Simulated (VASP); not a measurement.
# RbCl (Fm-3m) in VASP: a series of runs, part 2 of 3

VASP 6.6.1.

### Step 3. Single point, PBEsol (volume scaled by 0.98)

File INCAR:

```
SYSTEM = RbCl
  ALGO = Normal
  EDIFF = 1E-6
  ENCUT = 500
  GGA = PS
  GGA_COMPAT = .FALSE.
  ISIF = 2
  ISMEAR = -1
  LASPH = .TRUE.
  LCHARG = .TRUE.
  LELF = .TRUE.
  LREAL = .FALSE.
  LVHAR = .TRUE.
  LWAVE = .FALSE.
  NBANDS = 15
  NELM = 120
  PREC = Accurate
  SIGMA = 0.02
```

File KPOINTS:

```
k-points
0
G
  7 7 7
  0 0 0
```

File POSCAR:

```
RbCl
1.0
    0.0000000000      3.2520261836      3.2520261836
    3.2520261836      0.0000000000      3.2520261836
    3.2520261836      3.2520261836      0.0000000000
Rb Cl
1 1
Direct
    0.0000000000      0.0000000000      0.0000000000
    0.5000000000      0.5000000000      0.5000000000
```

Potentials or basis: VASP PAW PBE potentials, release 64 (Rb_sv, Cl).

The run is started by

```console
> cat potpaw_PBE.64/Rb_sv/POTCAR potpaw_PBE.64/Cl/POTCAR > POTCAR
> mpirun -np 1 vasp_std > vasp.out
```

OUTCAR:

```text
SYSTEM = RbCl
   EDIFF = 1E-6
   ENCUT = 500
   GGA = PS
   ISIF = 2
   ISMEAR = -1
   LASPH = .TRUE.
   LREAL = .FALSE.
   NELM = 120
   PREC = Accurate

 ion  position               nearest neighbor table
   1  0.000  0.000  0.000-   2 3.25   2 3.25   2 3.25   2 3.25   2 3.25   2 3.25
   2  0.500  0.500  0.500-   1 3.25   1 3.25   1 3.25   1 3.25   1 3.25   1 3.25

  LATTYP: Found a face centered cubic cell.
 ALAT       =     6.5040523672

  Lattice vectors:

 A1 = (   0.0000000000,   3.2520261836,   3.2520261836)
 A2 = (   3.2520261836,   0.0000000000,   3.2520261836)
 A3 = (   3.2520261836,   3.2520261836,   0.0000000000)

Analysis of symmetry for initial positions (statically):
=====================================================================
 Subroutine PRICEL returns:
 Original cell was already a primitive cell.

 Routine SETGRP: Setting up the symmetry group for a
 face centered cubic supercell.

 Subroutine GETGRP returns: Found 48 space group operations
 (whereof 48 operations were pure point group operations)
 out of a pool of 48 trial point group operations.

The static configuration has the point symmetry O_h .

Analysis of symmetry for dynamics (positions and initial velocities):
=====================================================================
 Subroutine PRICEL returns:
 Original cell was already a primitive cell.

 Routine SETGRP: Setting up the symmetry group for a
 face centered cubic supercell.

 Subroutine GETGRP returns: Found 48 space group operations
 (whereof 48 operations were pure point group operations)
 out of a pool of 48 trial point group operations.

The dynamic configuration has the point symmetry O_h .

 Subroutine INISYM returns: Found 48 space group operations
 (whereof 48 operations are pure point group operations),
 and found     1 'primitive' translations

----------------------------------------------------------------------------------------

                                     Primitive cell

  volume of cell :      68.7847

  direct lattice vectors                    reciprocal lattice vectors
     0.000000000  3.252026184  3.252026184    -0.153750300  0.153750300  0.153750300
     3.252026184  0.000000000  3.252026184     0.153750300 -0.153750300  0.153750300
     3.252026184  3.252026184  0.000000000     0.153750300  0.153750300 -0.153750300

  length of vectors
     4.599059534  4.599059534  4.599059534     0.266303331  0.266303331  0.266303331

  position of ions in fractional coordinates (direct lattice)
     0.000000000  0.000000000  0.000000000
     0.500000000  0.500000000  0.500000000

  ion indices of the primitive-cell ions
   primitive index   ion index
                 1           1
                 2           2

----------------------------------------------------------------------------------------

 KPOINTS: k-points

Automatic generation of k-mesh.
 Grid dimensions read from file:
 generate k-points for:    7    7    7

 Generating k-lattice:

  Cartesian coordinates                     Fractional coordinates (reciprocal lattice)
[... 35 lines left out ...]
 -0.428571  0.428571  0.142857     24.000000
 -0.285714  0.428571  0.142857     24.000000
   k-points           NKPTS =     20   k-points in BZ     NKDIM =     20   number of bands    NBANDS=     15
   number of dos      NEDOS =    301   number of ions     NIONS =      2
   total plane-waves  NPLWV =  46656
   dimension x,y,z NGX =    36 NGY =   36 NGZ =   36
   dimension x,y,z NGXF=    72 NGYF=   72 NGZF=   72
   ions per type =               1   1
   NGX,Y,Z   is equivalent  to a cutoff of  13.01, 13.01, 13.01 a.u.
   NGXF,Y,Z  is equivalent  to a cutoff of  26.03, 26.03, 26.03 a.u.
 SYSTEM =  RbCl
   PREC   = accura    normal or accurate (medium, high low for compatibility)
   ISTART =      0    job   : 0-new  1-cont  2-samecut
   ICHARG =      2    charge: 1-file 2-atom 10-const
   ISPIN  =      1    spin polarized calculation?
   LNONCOLLINEAR =      F non collinear calculations
   LSORBIT =      F    spin-orbit coupling
   LASPH  =      T    aspherical Exc in radial PAW
   ENCUT  =  500.0 eV  36.75 Ry    6.06 a.u.   8.39  8.39  8.39*2*pi/ulx,y,z
   NELM   =    120;   NELMIN=  2; NELMDL= -5     # of ELM steps
   EDIFF  = 0.1E-05   stopping-criterion for ELM
   LREAL  =      F    real-space projection
   EDIFFG = 0.1E-04   stopping-criterion for IOM
   NSW    =      0    number of steps for IOM
   IBRION =     -1    ionic relax: 0-MD 1-quasi-New 2-CG
   NFREE  =      0    steps in history (QN), initial steepest desc. (CG)
   ISIF   =      2    stress and relaxation
   ISYM   =      2    0-nonsym 1-usesym 2-fastsym
   POTIM  = 0.5000    time-step for ionic-motion
   TEBEG  =    0.0;   TEEND  =   0.0 temperature during run
   PSTRESS=    0.0 pullay stress
   NELECT =      16.0000    total number of electrons
   NUPDOWN=      -1.0000    fix difference up-down
   EMIN   =  10.00;   EMAX   =-10.00  energy-range for DOS
   EFERMI =   0.00;   METHOD = LEGACY
   ISMEAR =    -1;   SIGMA  =   0.02  broadening in eV -4-tet -1-fermi 0-gaus
   EFERMI_NEDOS =   21; number of points for ismear=-14 and -15
   IALGO  =     38    algorithm
   IMIX   =      4    mixing-type and parameters
     AMIX     =   0.40;   BMIX     =  1.00
     AMIX_MAG =   1.60;   BMIX_MAG =  1.00
  volume/ion in A,a.u.               =      34.39       232.09
  Fermi-wavevector in a.u.,A,eV,Ry     =   1.006818  1.902609 13.791976  1.013682
  Thomas-Fermi vector in A             =   2.139584
   LORBIT       =      0    0 simple, 1 ext, 2 COOP (PROOUT), +10 PAW based schemes
   GGA     = PS    functional components
   LHFCALC =     F    Hartree Fock is set to
   AEXX    =    0.0000 exact exchange contribution
   IVDW    =     0    specifies the selected vdW correction
   LEPSILON=     F    determine dielectric tensor
   LRPA    =     F    only Hartree local field effects (RPA)
 non-spin polarized calculation
  energy-cutoff  :      500.00
  volume of cell :       68.78
 maximum number of plane-waves:      1807
 NGX is ok and might be reduce to    36
   NGX = 17   NGY = 17   NGZ = 17

 number of electron      16.0000000 magnetization

 Free energy of the ion-electron system (eV)
  ---------------------------------------------------
  ext. energy  EPLUGINS =         0.00000000
  ---------------------------------------------------
  free energy    TOTEN  =        -6.89288994 eV

  energy without entropy =       -6.89288994  energy(sigma->0) =       -6.89288994

 E-fermi :  -1.3293     XC(G=0):  -7.6776

 val. band max:       -1.8165746894   @ k =   0.0000   0.0000   0.0000
 cond. band min:       3.1306472222   @ k =   0.0000   0.0000   0.0000
 fundamental gap:      4.9472219116
 Fermi energy:        -1.3293067738

 k-point     1 :       0.0000    0.0000    0.0000
  band No.  band energies     occupation
      1     -25.6113      2.00000
      2     -13.8189      2.00000
      3      -9.6712      2.00000
      4      -9.6712      2.00000
      5      -9.6712      2.00000
      6      -1.8166      2.00000
      7      -1.8166      2.00000
      8      -1.8166      2.00000
      9       3.1306      0.00000
     10       6.1038      0.00000
     11       6.1038      0.00000
     12       6.1038      0.00000
     13       7.1102      0.00000
     14       7.1102      0.00000
[... 329 lines left out ...]
      2     -13.8117      2.00000
      3      -9.8957      2.00000
      4      -9.8315      2.00000
      5      -9.6640      2.00000
      6      -2.3268      2.00000
      7      -2.0790      2.00000
      8      -2.0725      2.00000
      9       5.4818      0.00000
     10       6.1926      0.00000
     11       7.5882      0.00000
     12       7.7426      0.00000
     13       9.5401      0.00000
     14       9.6734      0.00000
     15      10.7601      0.00000

------------------------ aborting loop because EDIFF is reached ----------------------------------------

  FORCE on cell =-STRESS in cart. coord.  units (eV):
  Direction    XX          YY          ZZ          XY          YZ          ZX
  --------------------------------------------------------------------------------------
  -------------------------------------------------------------------------------------
  Total        0.1408288      0.1408288      0.1408288      0.0000000      0.0000000      0.0000000
  in kB        3.2802725      3.2802725      3.2802725      0.0000000      0.0000000      0.0000000
  external PRESSURE =       3.2802725 kB  Pullay stress =       0.0000000 kB

 VOLUME and BASIS-vectors are now :
 -----------------------------------------------------------------------------
  energy-cutoff  :      500.00
  volume of cell :       68.78
      direct lattice vectors                 reciprocal lattice vectors
     0.000000000  3.252026184  3.252026184    -0.153750300  0.153750300  0.153750300
     3.252026184  0.000000000  3.252026184     0.153750300 -0.153750300  0.153750300
     3.252026184  3.252026184  0.000000000     0.153750300  0.153750300 -0.153750300

 POSITION                                       TOTAL-FORCE (eV/Angst)
 -----------------------------------------------------------------------------------
      0.00000      0.00000      0.00000         0.000000      0.000000      0.000000
      3.25203      3.25203      3.25203        -0.000000     -0.000000     -0.000000
 -----------------------------------------------------------------------------------
    total drift:                                0.000000      0.000000      0.000000

  FREE ENERGIE OF THE ION-ELECTRON SYSTEM (eV)
  ---------------------------------------------------
  free  energy   TOTEN  =        -6.8928899377 eV

  energy  without entropy=       -6.8928899377  energy(sigma->0) =       -6.89288994
```

OSZICAR:

```text
N       E                     dE             d eps       ncg     rms          rms(c)
DAV:   1     0.809095298323E+02    0.80910E+02   -0.66935E+03   600   0.893E+02
DAV:   2    -0.195011585682E+01   -0.82860E+02   -0.75856E+02   875   0.170E+02
DAV:   3    -0.706131664658E+01   -0.51112E+01   -0.50840E+01   775   0.434E+01
DAV:   4    -0.719266387419E+01   -0.13135E+00   -0.13133E+00   913   0.704E+00
DAV:   5    -0.719360390307E+01   -0.94003E-03   -0.93997E-03   797   0.526E-01    0.317E+00
DAV:   6    -0.689838725374E+01    0.29522E+00   -0.40547E-01   754   0.325E+00    0.238E+00
DAV:   7    -0.688010796374E+01    0.18279E-01   -0.92718E-02   838   0.170E+00    0.136E+00
DAV:   8    -0.689135579895E+01   -0.11248E-01   -0.13777E-02   721   0.733E-01    0.149E-01
DAV:   9    -0.689233353242E+01   -0.97773E-03   -0.11682E-03   803   0.183E-01    0.873E-02
DAV:  10    -0.689286304216E+01   -0.52951E-03   -0.49261E-04   621   0.129E-01    0.150E-02
DAV:  11    -0.689288263570E+01   -0.19594E-04   -0.25590E-05   817   0.311E-02    0.110E-02
DAV:  12    -0.689288990301E+01   -0.72673E-05   -0.16552E-05   635   0.222E-02    0.295E-03
DAV:  13    -0.689288993767E+01   -0.34651E-07   -0.27370E-07   685   0.374E-03
   1 F= -.68928899E+01 E0= -.68928899E+01  d E =-.530807E-12
```

stdout:

```text
POSCAR found type information on POSCAR RbCl
 POSCAR found :  2 types and       2 ions
 scaLAPACK will be used
 -----------------------------------------------------------------------------
|                                                                             |
|                                                                             |
|     You enforced a specific xc type in the INCAR file but a different       |
|     I HOPE YOU KNOW WHAT YOU ARE DOING!                                     |
|                                                                             |
 -----------------------------------------------------------------------------

 LDA part: xc-table for (Slater+PW92), standard interpolation
 POSCAR, INCAR and KPOINTS ok, starting setup
 FFT: planning ... GRIDC
 FFT: planning ... GRID_SOFT
 FFT: planning ... GRID
 WAVECAR not read
 entering main loop
```

It took 36 s on 1 thread of Intel Xeon 8259CL, shared host; peak memory 0.21 GiB.

What came out:

- Free energy: -6.8929 eV
- Pressure: 0.3 GPa
- Band gap on the k mesh: 4.95 eV, direct

Levels at points of the mesh, in eV from the valence-band top:
```csv
k point,band 6,band 7,band 8,band 9,band 10,band 11
"(0.00, 0.00, 0.00)",0.00,0.00,0.00,4.95,7.92,7.92
```

Caveat: the PAW data sets were made with another functional, which shifts forces and pressure a little.

### Step 4. Single point, PBEsol (volume scaled by 1.01)

File INCAR:

```
SYSTEM = RbCl
ALGO     = Normal         ! electronic algorithm
EDIFF    = 1E-6           ! SCF threshold, eV
ENCUT    = 500            ! plane-wave cutoff, eV
GGA      = PS             ! functional
GGA_COMPAT= .False.      
ISIF     = 2              ! what is computed and relaxed
ISMEAR   = -1             ! smearing method
LASPH    = .True.         ! aspherical terms in the spheres
LCHARG   = .False.        ! write CHGCAR
LREAL    = .False.        ! projectors in reciprocal space
LWAVE    = .False.        ! write WAVECAR
NBANDS   = 15             ! bands
NELM     = 120            ! most SCF steps
PREC     = Accurate       ! precision mode
SIGMA    = 0.02           ! smearing width, eV
```

File KPOINTS:

```
k-points
0
Gamma
  7 7 7
  0 0 0
```

File POSCAR:

```
RbCl
1.0
    0.0000000000      3.2848771563      3.2848771563
    3.2848771563      0.0000000000      3.2848771563
    3.2848771563      3.2848771563      0.0000000000
Rb Cl
1 1
Direct
    0.0000000000      0.0000000000      0.0000000000
    0.5000000000      0.5000000000      0.5000000000
```

The run is started by

```console
> cat potpaw_PBE.64/Rb_sv/POTCAR potpaw_PBE.64/Cl/POTCAR > POTCAR
> mpirun -np 1 vasp_std > vasp.out
```

Run time: 36 s. Hardware: 1 thread of Intel Xeon 8259CL, shared host; peak memory 0.2 GiB.

It converged, with:

```yaml
Free_energy: -6.8942 eV
Pressure: -0.2 GPa
Band_gap_on_the_k_mesh: 4.86 eV, direct
```

Levels at points of the mesh, in eV from the valence-band top:
| k point | band 5 | band 6 | band 7 | band 8 | band 9 | band 10 | band 11 | band 12 |
| --- | --- | --- | --- | --- | --- | --- | --- | --- |
| (0.00, 0.00, 0.00) | -7.92 | 0.00 | 0.00 | 0.00 | 4.86 | 7.91 | 7.91 | 7.91 |

Caveat: the PAW data sets were made with another functional, which shifts forces and pressure a little. A k mesh can miss the band edges.

[end of part 2 of 3]
